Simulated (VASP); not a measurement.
# LiH (Pm-3m) in VASP: notebook

Aim: see how the results for LiH move with the level of theory and the settings. Levels: PBE, r2SCAN. Tasks: single point.

All numbers are computed with VASP 6.6.1; they aren't measurements. Logs are shortened: lines on timing, memory, paths and dates and some standing lists are left out, and cuts for length are marked.

### Step 1. The cell of the first run

Symmetry: Pm-3m, No. 221, cubic system. Conventional cell: a = 2.564 Å, b = 2.564 Å, c = 2.564 Å, α = 90.00°, β = 90.00°, γ = 90.00°. Li (site symmetry m-3m) has 8 H at 2.22 Å and 6 Li at 2.56 Å within 2.9 Å. H (site symmetry m-3m) has 8 Li at 2.22 Å and 6 H at 2.56 Å within 2.9 Å.

### Step 2. Single point, PBE (strain +2.5%)

File INCAR:

```
SYSTEM = LiH
PREC = Accurate
ENCUT = 520
EDIFF = 1E-7
ISMEAR = -1
SIGMA = 0.02
LREAL = .FALSE.
LASPH = .TRUE.
NELM = 80
ALGO = Normal
ISIF = 2
LWAVE = .FALSE.
LCHARG = .TRUE.
GGA = PE
LELF = .TRUE.
LVHAR = .TRUE.
NBANDS = 9
```

File KPOINTS:

```
Automatic mesh
0
G
  10 10 10
  0 0 0
```

File POSCAR:

```
LiH
1.0
    2.5644503454      0.0000000000      0.0000000000
    0.0000000000      2.5644503454      0.0000000000
    0.0000000000      0.0000000000      2.5644503454
Li H
1 1
Direct
    0.0000000000      0.0000000000      0.0000000000
    0.5000000000      0.5000000000      0.5000000000
```

Potentials or basis: VASP PAW PBE potentials, release 64 (Li_sv, H).

The run is started by

```bash
$ cat potpaw_PBE.64/Li_sv/POTCAR potpaw_PBE.64/H/POTCAR > POTCAR
$ mpirun -np 1 vasp_std > vasp.out
```

OUTCAR:

```text
SYSTEM = LiH
   PREC = Accurate
   ENCUT = 520
   EDIFF = 1E-7
   ISMEAR = -1
   LREAL = .FALSE.
   LASPH = .TRUE.
   NELM = 80
   ISIF = 2
   GGA = PE

 ion  position               nearest neighbor table
   1  0.000  0.000  0.000-
   2  0.500  0.500  0.500-

  LATTYP: Found a simple cubic cell.
 ALAT       =     2.5644503454

  Lattice vectors:

 A1 = (   2.5644503454,   0.0000000000,   0.0000000000)
 A2 = (   0.0000000000,   2.5644503454,   0.0000000000)
 A3 = (   0.0000000000,   0.0000000000,   2.5644503454)

Analysis of symmetry for initial positions (statically):
=====================================================================
 Subroutine PRICEL returns:
 Original cell was already a primitive cell.

 Routine SETGRP: Setting up the symmetry group for a
 simple cubic supercell.

 Subroutine GETGRP returns: Found 48 space group operations
 (whereof 48 operations were pure point group operations)
 out of a pool of 48 trial point group operations.

The static configuration has the point symmetry O_h .

Analysis of symmetry for dynamics (positions and initial velocities):
=====================================================================
 Subroutine PRICEL returns:
 Original cell was already a primitive cell.

 Routine SETGRP: Setting up the symmetry group for a
 simple cubic supercell.

 Subroutine GETGRP returns: Found 48 space group operations
 (whereof 48 operations were pure point group operations)
 out of a pool of 48 trial point group operations.

The dynamic configuration has the point symmetry O_h .

 Subroutine INISYM returns: Found 48 space group operations
 (whereof 48 operations are pure point group operations),
 and found     1 'primitive' translations

----------------------------------------------------------------------------------------

                                     Primitive cell

  volume of cell :      16.8649

  direct lattice vectors                    reciprocal lattice vectors
     2.564450345  0.000000000  0.000000000     0.389947110  0.000000000  0.000000000
     0.000000000  2.564450345  0.000000000     0.000000000  0.389947110  0.000000000
     0.000000000  0.000000000  2.564450345     0.000000000  0.000000000  0.389947110

  length of vectors
     2.564450345  2.564450345  2.564450345     0.389947110  0.389947110  0.389947110

  position of ions in fractional coordinates (direct lattice)
     0.000000000  0.000000000  0.000000000
     0.500000000  0.500000000  0.500000000

  ion indices of the primitive-cell ions
   primitive index   ion index
                 1           1
                 2           2

----------------------------------------------------------------------------------------

 KPOINTS: Automatic mesh

Automatic generation of k-mesh.
 Grid dimensions read from file:
 generate k-points for:   10   10   10

 Generating k-lattice:

  Cartesian coordinates                     Fractional coordinates (reciprocal lattice)
     0.038994711  0.000000000  0.000000000     0.100000000  0.000000000  0.000000000
     0.000000000  0.038994711  0.000000000     0.000000000  0.100000000  0.000000000
     0.000000000  0.000000000  0.038994711     0.000000000  0.000000000  0.100000000

  Length of vectors
     0.038994711  0.038994711  0.038994711

  Shift w.r.t. Gamma in fractional coordinates (k-lattice)
     0.000000000  0.000000000  0.000000000

 Subroutine IBZKPT returns following result:
 ===========================================

 Found     56 irreducible k-points:

 Following reciprocal coordinates:
            Coordinates               Weight
  0.000000  0.000000  0.000000      1.000000
  0.100000  0.000000  0.000000      6.000000
  0.200000  0.000000  0.000000      6.000000
  0.300000  0.000000  0.000000      6.000000
  0.400000  0.000000  0.000000      6.000000
  0.500000  0.000000  0.000000      3.000000
[... 16 lines left out ...]
  0.200000  0.100000  0.100000     24.000000
  0.300000  0.100000  0.100000     24.000000
 [... further k-points ...]
   k-points           NKPTS =     56   k-points in BZ     NKDIM =     56   number of bands    NBANDS=      9
   number of dos      NEDOS =    301   number of ions     NIONS =      2
   total plane-waves  NPLWV =   8000
   dimension x,y,z NGX =    20 NGY =   20 NGZ =   20
   dimension x,y,z NGXF=    40 NGYF=   40 NGZF=   40
   ions per type =               1   1
   NGX,Y,Z   is equivalent  to a cutoff of  12.97, 12.97, 12.97 a.u.
   NGXF,Y,Z  is equivalent  to a cutoff of  25.93, 25.93, 25.93 a.u.
 SYSTEM =  LiH
   PREC   = accura    normal or accurate (medium, high low for compatibility)
   ISTART =      0    job   : 0-new  1-cont  2-samecut
   ICHARG =      2    charge: 1-file 2-atom 10-const
   ISPIN  =      1    spin polarized calculation?
   LNONCOLLINEAR =      F non collinear calculations
   LSORBIT =      F    spin-orbit coupling
   LASPH  =      T    aspherical Exc in radial PAW
   ENCUT  =  520.0 eV  38.22 Ry    6.18 a.u.   4.77  4.77  4.77*2*pi/ulx,y,z
   NELM   =     80;   NELMIN=  2; NELMDL= -5     # of ELM steps
   EDIFF  = 0.1E-06   stopping-criterion for ELM
   LREAL  =      F    real-space projection
   EDIFFG = 0.1E-05   stopping-criterion for IOM
   NSW    =      0    number of steps for IOM
   IBRION =     -1    ionic relax: 0-MD 1-quasi-New 2-CG
   NFREE  =      0    steps in history (QN), initial steepest desc. (CG)
   ISIF   =      2    stress and relaxation
   ISYM   =      2    0-nonsym 1-usesym 2-fastsym
   POTIM  = 0.5000    time-step for ionic-motion
   TEBEG  =    0.0;   TEEND  =   0.0 temperature during run
   PSTRESS=    0.0 pullay stress
   NELECT =       4.0000    total number of electrons
   NUPDOWN=      -1.0000    fix difference up-down
   EMIN   =  10.00;   EMAX   =-10.00  energy-range for DOS
   EFERMI =   0.00;   METHOD = LEGACY
   ISMEAR =    -1;   SIGMA  =   0.02  broadening in eV -4-tet -1-fermi 0-gaus
   EFERMI_NEDOS =   21; number of points for ismear=-14 and -15
   IALGO  =     38    algorithm
   IMIX   =      4    mixing-type and parameters
     AMIX     =   0.40;   BMIX     =  1.00
     AMIX_MAG =   1.60;   BMIX_MAG =  1.00
  volume/ion in A,a.u.               =       8.43        56.90
  Fermi-wavevector in a.u.,A,eV,Ry     =   1.013368  1.914988 13.972024  1.026915
  Thomas-Fermi vector in A             =   2.146533
   LORBIT       =      0    0 simple, 1 ext, 2 COOP (PROOUT), +10 PAW based schemes
   GGA     = PE    functional components
   LHFCALC =     F    Hartree Fock is set to
   AEXX    =    0.0000 exact exchange contribution
   IVDW    =     0    specifies the selected vdW correction
   LEPSILON=     F    determine dielectric tensor
   LRPA    =     F    only Hartree local field effects (RPA)
 non-spin polarized calculation
  energy-cutoff  :      520.00
  volume of cell :       16.86
 maximum number of plane-waves:       468
 NGX is ok and might be reduce to    20
   NGX =  9   NGY =  9   NGZ =  9

 number of electron       4.0000002 magnetization

 Free energy of the ion-electron system (eV)
  ---------------------------------------------------
  ext. energy  EPLUGINS =         0.00000000
  ---------------------------------------------------
  free energy    TOTEN  =        -5.65223737 eV

  energy without entropy =       -5.65223737  energy(sigma->0) =       -5.65223737

 E-fermi :   3.3730     XC(G=0):  -8.4216

 val. band max:        3.0129100376   @ k =   0.5000   0.5000   0.5000
 cond. band min:       3.7654820697   @ k =   0.5000   0.0000   0.0000
 fundamental gap:      0.7525720321
 Fermi energy:         3.3730012933

 k-point     1 :       0.0000    0.0000    0.0000
  band No.  band energies     occupation
      1     -44.9745      2.00000
      2      -5.3350      2.00000
      3      14.5790      0.00000
      4      14.5790      0.00000
      5      14.5790      0.00000
      6      14.7748      0.00000
      7      17.6386      0.00000
      8      17.6386      0.00000
      9      33.3132      0.00000

 k-point     2 :       0.1000    0.0000    0.0000
  band No.  band energies     occupation
      1     -44.9706      2.00000
      2      -5.1871      2.00000
      3      11.9249      0.00000
      4      14.7927      0.00000
      5      14.7927      0.00000
      6      14.9712      0.00000
      7      17.8658      0.00000
      8      20.4236      0.00000
      9      31.8867      0.00000

 k-point     3 :       0.2000    0.0000    0.0000
  band No.  band energies     occupation
      1     -44.9603      2.00000
      2      -4.7604      2.00000
      3       8.8747      0.00000
      4      14.6859      0.00000
      5      15.4274      0.00000
      6      15.4274      0.00000
      7      18.5463      0.00000
      8      24.7086      0.00000
      9      28.9428      0.00000

 k-point     4 :       0.3000    0.0000    0.0000
  band No.  band energies     occupation
      1     -44.9475      2.00000
      2      -4.1212      2.00000
      3       6.3098      0.00000
      4      14.3140      0.00000
      5      16.4546      0.00000
      6      16.4546      0.00000
      7      19.6762      0.00000
      8      25.9437      0.00000
      9      25.9437      0.00000
[... 205 lines left out ...]
 k-point    22 :       0.1000    0.1000    0.1000
  band No.  band energies     occupation
      1     -44.9628      2.00000
      2      -4.8832      2.00000
      3      11.9994      0.00000
      4      11.9994      0.00000
      5      12.5041      0.00000
      6      17.0903      0.00000
      7      21.5305      0.00000
      8      21.5305      0.00000
      9      29.9039      0.00000

 k-point    23 :       0.2000    0.1000    0.1000
  band No.  band energies     occupation
      1     -44.9527      2.00000
      2      -4.4397      2.00000
      3       9.0721      0.00000
      4      12.4611      0.00000
      5      12.6545      0.00000
      6      17.5971      0.00000
      7      22.1596      0.00000
      8      25.3335      0.00000
      9      26.4347      0.00000

 k-point    24 :       0.3000    0.1000    0.1000
  band No.  band energies     occupation
      1     -44.9401      2.00000
      2      -3.7723      2.00000
      3       6.5091      0.00000
      4      12.4795      0.00000
      5      13.7273      0.00000
      6      18.0372      0.00000
      7      22.6568      0.00000
      8      23.8023      0.00000
      9      26.6152      0.00000

 [... further k-points ...]

------------------------ aborting loop because EDIFF is reached ----------------------------------------

  FORCE on cell =-STRESS in cart. coord.  units (eV):
  Direction    XX          YY          ZZ          XY          YZ          ZX
  --------------------------------------------------------------------------------------
  -------------------------------------------------------------------------------------
  Total       -0.2438259     -0.2438259     -0.2438259     -0.0000000      0.0000000     -0.0000000
  in kB      -23.1636766    -23.1636766    -23.1636766     -0.0000000      0.0000000     -0.0000000
  external PRESSURE =     -23.1636766 kB  Pullay stress =       0.0000000 kB

 VOLUME and BASIS-vectors are now :
 -----------------------------------------------------------------------------
  energy-cutoff  :      520.00
  volume of cell :       16.86
      direct lattice vectors                 reciprocal lattice vectors
     2.564450345  0.000000000  0.000000000     0.389947110  0.000000000  0.000000000
     0.000000000  2.564450345  0.000000000     0.000000000  0.389947110  0.000000000
     0.000000000  0.000000000  2.564450345     0.000000000  0.000000000  0.389947110

 POSITION                                       TOTAL-FORCE (eV/Angst)
 -----------------------------------------------------------------------------------
      0.00000      0.00000      0.00000         0.000000      0.000000      0.000000
      1.28223      1.28223      1.28223         0.000000      0.000000      0.000000
 -----------------------------------------------------------------------------------
    total drift:                                0.000000      0.000000      0.000000

  FREE ENERGIE OF THE ION-ELECTRON SYSTEM (eV)
  ---------------------------------------------------
  free  energy   TOTEN  =        -5.6522373676 eV

  energy  without entropy=       -5.6522373676  energy(sigma->0) =       -5.65223737
```

Run time: 5.6 s. Hardware: 1 thread of Intel Xeon Platinum 8124M at 3.00GHz (Skylake/Cascade Lake), shared host; peak memory 0.12 GiB.

What came out:

| Item | Value |
| --- | --- |
| Free energy | -5.6522 eV |
| Band gap on the k mesh | 0.75 eV, indirect (least direct gap 4.16 eV) |

Levels at points of the mesh, in eV from the valence-band top:
| k point | band 1 | band 2 | band 3 | band 4 | band 5 | band 6 | band 7 |
| --- | --- | --- | --- | --- | --- | --- | --- |
| (0.00, 0.00, 0.00) | -47.99 | -8.35 | 11.57 | 11.57 | 11.57 | 11.76 | 14.63 |
| (0.50, 0.00, 0.00) | -47.95 | -6.14 | 0.75 | 10.89 | 15.61 | 15.61 | 19.10 |
| (0.50, 0.50, 0.00) | -47.91 | -2.48 | 1.68 | 1.68 | 8.66 | 18.63 | 19.91 |
| (0.50, 0.50, 0.50) | -47.87 | 0.00 | 6.29 | 6.29 | 6.29 | 8.59 | 8.59 |

Caveat: the cell differs from its parent crystal (strain +2.5%); the cutoff is under 1.25 times the usual one of these potentials, so pressure, stress and relaxed cells hold a basis-set (Pulay) error. A k mesh can miss the band edges.

### Step 3. Single point, r2SCAN (strain +2.5%)

POSCAR is that of step 2.

File INCAR.step1:

```
PREC = Accurate ; ENCUT = 520
ISMEAR = 0 ; SIGMA = 0.01
LREAL = False ; LASPH = True
NELM = 100 ; NBANDS = 9
GGA = PE ; ALGO = Normal
EDIFF = 1E-4 ; LWAVE = True
LCHARG = False
```

File INCAR.step2:

```
PREC = Accurate ; ENCUT = 520
EDIFF = 1E-7 ; ISMEAR = 0
SIGMA = 0.01 ; LREAL = False
LASPH = True ; NELM = 100
ALGO = Normal ; ISIF = 2
LWAVE = False ; LCHARG = False
METAGGA = R2SCAN ; LMIXTAU = True
NBANDS = 9 ; ISTART = 1
```

File KPOINTS:

```
regular mesh
0
Gamma
  10 10 10
```

Potentials or basis: VASP PAW PBE potentials, release 64 (Li_sv, H).

The run is started by

```bash
$ cat potpaw_PBE.64/Li_sv/POTCAR potpaw_PBE.64/H/POTCAR > POTCAR
$ cp INCAR.step1 INCAR
$ mpirun -np 1 vasp_std > vasp.out
$ cp INCAR.step2 INCAR
$ mpirun -np 1 vasp_std > vasp.out
```

OUTCAR:

```text
PREC = Accurate
   ENCUT = 520
   EDIFF = 1E-7
   ISMEAR = 0
   LREAL = False
   LASPH = True
   NELM = 100
   ISIF = 2
   METAGGA = R2SCAN
   ISTART = 1

 ion  position               nearest neighbor table
   1  0.000  0.000  0.000-
   2  0.500  0.500  0.500-

  LATTYP: Found a simple cubic cell.
 ALAT       =     2.5644503454

  Lattice vectors:

 A1 = (   2.5644503454,   0.0000000000,   0.0000000000)
 A2 = (   0.0000000000,   2.5644503454,   0.0000000000)
 A3 = (   0.0000000000,   0.0000000000,   2.5644503454)

Analysis of symmetry for initial positions (statically):
=====================================================================
 Subroutine PRICEL returns:
 Original cell was already a primitive cell.

 Routine SETGRP: Setting up the symmetry group for a
 simple cubic supercell.

 Subroutine GETGRP returns: Found 48 space group operations
 (whereof 48 operations were pure point group operations)
 out of a pool of 48 trial point group operations.

The static configuration has the point symmetry O_h .

Analysis of symmetry for dynamics (positions and initial velocities):
=====================================================================
 Subroutine PRICEL returns:
 Original cell was already a primitive cell.

 Routine SETGRP: Setting up the symmetry group for a
 simple cubic supercell.

 Subroutine GETGRP returns: Found 48 space group operations
 (whereof 48 operations were pure point group operations)
 out of a pool of 48 trial point group operations.

The dynamic configuration has the point symmetry O_h .

 Subroutine INISYM returns: Found 48 space group operations
 (whereof 48 operations are pure point group operations),
 and found     1 'primitive' translations

----------------------------------------------------------------------------------------

[... 114 lines left out ...]
  Fermi-wavevector in a.u.,A,eV,Ry     =   1.013368  1.914988 13.972024  1.026915
  Thomas-Fermi vector in A             =   2.146533
   LORBIT       =      0    0 simple, 1 ext, 2 COOP (PROOUT), +10 PAW based schemes
   METAGGA = R2SCAN    functional components
   LHFCALC =     F    Hartree Fock is set to
   AEXX    =    0.0000 exact exchange contribution
   IVDW    =     0    specifies the selected vdW correction
   LEPSILON=     F    determine dielectric tensor
   LRPA    =     F    only Hartree local field effects (RPA)
 non-spin polarized calculation
 Gauss-broadening in eV      SIGMA  =   0.01
  energy-cutoff  :      520.00
  volume of cell :       16.86
 maximum number of plane-waves:       468
 NGX is ok and might be reduce to    20
   NGX =  9   NGY =  9   NGZ =  9

 number of electron       4.0000002 magnetization

 Free energy of the ion-electron system (eV)
  ---------------------------------------------------
  ext. energy  EPLUGINS =         0.00000000
  ---------------------------------------------------
  free energy    TOTEN  =        -6.32843348 eV

  energy without entropy =       -6.32843348  energy(sigma->0) =       -6.32843348

 E-fermi :   3.2532     XC(G=0):  -8.7616

 val. band max:        2.9358574978   @ k =   0.5000   0.5000   0.5000
 cond. band min:       4.2446160443   @ k =   0.5000   0.0000   0.0000
 fundamental gap:      1.3087585465
 Fermi energy:         3.2532209848

 k-point     1 :       0.0000    0.0000    0.0000
  band No.  band energies     occupation
      1     -46.7146      2.00000
      2      -5.6814      2.00000
      3      15.5396      0.00000
      4      15.5396      0.00000
      5      15.5396      0.00000
      6      16.1421      0.00000
      7      18.5203      0.00000
      8      18.5203      0.00000
      9      35.6641      0.00000
[... 265 lines left out ...]
 k-point    24 :       0.3000    0.1000    0.1000
  band No.  band energies     occupation
      1     -46.6823      2.00000
      2      -4.0789      2.00000
      3       7.0541      0.00000
      4      13.4612      0.00000
      5      14.6182      0.00000
      6      19.4734      0.00000
      7      24.0174      0.00000
      8      24.8002      0.00000
      9      27.9213      0.00000

 [... further k-points ...]

------------------------ aborting loop because EDIFF is reached ----------------------------------------

  FORCE on cell =-STRESS in cart. coord.  units (eV):
  Direction    XX          YY          ZZ          XY          YZ          ZX
  --------------------------------------------------------------------------------------
  -------------------------------------------------------------------------------------
  Total       -0.3186996     -0.3186996     -0.3186996      0.0000000     -0.0000000      0.0000000
  in kB      -30.2767477    -30.2767477    -30.2767477      0.0000000     -0.0000000      0.0000000
  external PRESSURE =     -30.2767477 kB  Pullay stress =       0.0000000 kB

 VOLUME and BASIS-vectors are now :
 -----------------------------------------------------------------------------
  energy-cutoff  :      520.00
  volume of cell :       16.86
      direct lattice vectors                 reciprocal lattice vectors
     2.564450345  0.000000000  0.000000000     0.389947110  0.000000000  0.000000000
     0.000000000  2.564450345  0.000000000     0.000000000  0.389947110  0.000000000
     0.000000000  0.000000000  2.564450345     0.000000000  0.000000000  0.389947110

 POSITION                                       TOTAL-FORCE (eV/Angst)
 -----------------------------------------------------------------------------------
      0.00000      0.00000      0.00000         0.000000      0.000000      0.000000
      1.28223      1.28223      1.28223         0.000000      0.000000      0.000000
 -----------------------------------------------------------------------------------
    total drift:                               -0.000000      0.000000      0.000000

  FREE ENERGIE OF THE ION-ELECTRON SYSTEM (eV)
  ---------------------------------------------------
  free  energy   TOTEN  =        -6.3284334824 eV

  energy  without entropy=       -6.3284334824  energy(sigma->0) =       -6.32843348
```

It took 30 s on 1 thread of Intel Xeon Platinum 8124M at 3.00GHz (Skylake/Cascade Lake), shared host; peak memory 0.13 GiB.

Results:

```
Free energy            : -6.3284 eV
Band gap on the k mesh : 1.31 eV, indirect (least direct gap 4.82 eV)
```

Caveat: the cell differs from its parent crystal (strain +2.5%); the cutoff is under 1.25 times the usual one of these potentials, so pressure, stress and relaxed cells hold a basis-set (Pulay) error; the PAW data sets were made with another functional, which shifts forces and pressure a little. A k mesh can miss the band edges.
